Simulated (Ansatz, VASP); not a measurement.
SiC in VASP and in Ansatz

Contents of INCAR:

```
PREC = Accurate
ENCUT = 520
EDIFF = 1E-6
ISMEAR = 0
SIGMA = 0.05
LREAL = F
LASPH = T
NELM = 60
ALGO = Normal
ISIF = 2
LWAVE = F
LCHARG = F
GGA = PE
NBANDS = 16
```

KPOINTS

```
Automatic mesh
0
Gamma
  10 10 6
```

File POSCAR:

```
SiC
1.0
    0.0000000000     -2.1898271435     -2.1898271435
    0.0000000000      2.1898271435     -2.1898271435
    4.3796542871      0.0000000000      0.0000000000
Si C
2 2
Direct
    0.5000000000      0.5000000000      0.5000000000
    0.0000000000      0.0000000000      0.0000000000
    1.0000000000      0.5000000000      0.2500000000
    0.5000000000      0.0000000000      0.7500000000
```

Input for Ansatz:

```yaml
crystal:
  lattice:
    - [0.0, -2.1898271435, -2.1898271435]
    - [0.0, 2.1898271435, -2.1898271435]
    - [4.3796542871, 0.0, 0.0]
  atoms:
    - { symbol: Si, position: [0.5, 0.5, 0.5] }
    - { symbol: Si, position: [0.0, 0.0, 0.0] }
    - { symbol: C, position: [1.0, 0.5, 0.25] }
    - { symbol: C, position: [0.5, 0.0, 0.75] }
basis:
  ecutwfc: 520.0
kpoints:
  mp_grid: { grid: [10, 10, 6] }
hamiltonian:
  xc: pbe
  pseudopotentials: { kind: paw, azcp: { folder: soft_1 } }
scf:
  occupations: { method: gaussian, width: 0.05 }
output:
  forces: true
  stress: true
  eigenvalues: true
```

Alike in both runs: task single point; functional PBE; k mesh 10 × 10 × 6; occupations gaussian, width 0.05 eV; no spin polarisation.

|  | VASP | Ansatz |
| --- | --- | --- |
| version | VASP 6.6.1 | Ansatz 0.2.0 |
| potentials or method | VASP PAW PBE potentials, release 64 (Si, C), cutoff 520 eV | scalar-relativistic, plane waves, PAW |
| valence electrons in the cell | 16 | 16 |

|  | VASP | Ansatz | Ansatz less VASP |
| --- | --- | --- | --- |
| gap on the k mesh at the Fermi level (eV) | 1.37 | 1.37 | +0.003 |
| least direct gap on the mesh (eV) | 1.37 | 1.37 | +0.003 |
| pressure (GPa) | 0.0 | 0.0 | +0.04 |
